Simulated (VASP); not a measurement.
A run of VASP 6.6.1 is set up as follows.

The input INCAR:

```
ALGO = Normal
EDIFF = 1E-7
ENCUT = 520
GGA = PE
ISIF = 2
ISMEAR = -1
LASPH = True
LCHARG = False
LREAL = False
LWAVE = False
NBANDS = 26
NELM = 100
PREC = Accurate
SIGMA = 0.04
```

KPOINTS

```
k-points
0
Gamma
  4 4 2
```

File POSCAR:

```
CdSe
1.0
    4.3000000000      0.0000000000      0.0000000000
   -2.1500000000      3.7239092363      0.0000000000
    0.0000000000      0.0000000000      7.0200000000
Cd Se
2 2
Direct
    0.6666666667      0.3333333333      0.5000000000
    0.3333333333      0.6666666667      0.0000000000
    0.6666666667      0.3333333333      0.8850000000
    0.3333333333      0.6666666667      0.3850000000
```

Potentials or basis: VASP PAW PBE potentials, release 64 (Cd, Se).

The run is started by

```bash
$ cat potpaw_PBE.64/Cd/POTCAR potpaw_PBE.64/Se/POTCAR > POTCAR
$ mpirun -np 1 vasp_std > vasp.out
```

Question: Predict the largest force.

Answer: 0.307 eV/Å.

Question: What does it give for the pressure?

Answer: 3.4 GPa.

Question: What does it give for the band gap on the k mesh?

Answer: 0.70 eV.

Forces on the atoms (eV/Å):
```
Cd   0.000  0.000  0.307
Cd   0.000  0.000  0.307
Se   0.000  0.000 -0.307
Se   0.000  0.000 -0.307
```

Caveat: the k points lie up to 0.45 Å⁻¹ apart.
